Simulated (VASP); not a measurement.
## Sb: relaxation of cell and atoms with r2SCAN+D3(BJ)

Sb:

```
Sb
1.0
     2.15420    1.24373    3.75800
    -2.15420    1.24373    3.75800
     0.00000   -2.48746    3.75800
Sb
2
Direct
  0.23349 0.23349 0.23349
  0.76651 0.76651 0.76651
```

| Item | Value |
| --- | --- |
| Program | VASP 6.6.1 |
| Task | relaxation of cell and atoms |
| Functional | r2SCAN |
| Dispersion | D3(BJ) |
| Potentials or basis | VASP PAW PBE potentials, release 64 (Sb) |
| Cutoff | 600 eV |
| k mesh | 6 × 6 × 6 |
| Occupations | gaussian, width 0.1 eV |
| Spin | no spin polarisation |
| Target pressure | 1 GPa |
| Dipole correction | no |
| Further INCAR settings | ALGO = Normal; EDIFF = 1e-06; IBRION = 2; EDIFFG = -0.05; NSW = 80; ISIF = 3 |

| Item | Value |
| --- | --- |
| Relaxed volume | 30.03 Å³/atom |
| Relaxed cell | a = 4.497 Å, b = 4.497 Å, c = 4.497 Å, α = 57.15°, β = 57.15°, γ = 57.15° |
| Space group after relaxing (to 0.1 Å) | R-3m (No. 166) |
| Energy change on relaxing (the run minimises the enthalpy) | +0.9 meV/atom |
| Ionic steps | 3 |
| Pressure after relaxing | 1.0 GPa |
| Largest force after relaxing | 0.006 eV/Å |
| Band gap on the k mesh | zero (bands 5 and 6 overlap by 0.22 eV) |
| Dispersion energy per atom | -0.222 eV |

Forces on the atoms (eV/Å):
```
Sb   0.000  0.000  0.006
Sb   0.000  0.000 -0.006
```

Stress tensor (GPa, compression positive):
```
1.09 0.00 0.00
0.00 1.09 0.00
0.00 0.00 0.89
```

The path:
```csv
step,energy change (eV),largest force (eV/Å),pressure (GPa),volume (Å³)
1,0.0000,0.0434,0.65,60.41
2,0.0034,0.0390,1.28,59.83
3,0.0017,0.0059,1.02,60.06
```

Final structure:
```
Sb
1.0
     2.15072    1.24172    3.74850
    -2.15072    1.24172    3.74850
     0.00000   -2.48343    3.74850
Sb
2
Direct
  0.23338 0.23338 0.23338
  0.76662 0.76662 0.76662
```

Levels at points of the mesh, in eV from the Fermi level:
```tsv
k point	band 1	band 2	band 3	band 4	band 5	band 6	band 7	band 8	band 9
(0.00, 0.00, 0.00)	-13.51	-4.87	-2.40	-2.14	-2.14	2.04	2.70	2.70	5.29
(0.50, 0.00, 0.00)	-11.00	-10.22	-2.28	-2.13	-0.48	-0.17	0.23	0.38	8.03
(0.50, 0.50, 0.00)	-10.98	-8.44	-5.85	-4.16	-4.08	1.58	5.11	5.78	7.30
(0.50, 0.50, 0.50)	-11.88	-9.51	-1.61	-1.61	-0.43	-0.04	-0.04	1.18	7.43
```

It took 110 s on 1 thread of Intel(R) Xeon(R) 6975P-C (Granite Rapids), on a shared host, peak memory 0.23 GiB.

Caveat: the cell is relaxed towards a set pressure, so the run minimises the enthalpy, not the energy; the PAW data sets were made with another functional, which shifts forces and pressure a little; spin-orbit coupling is left out, which moves the levels of the heavy elements.
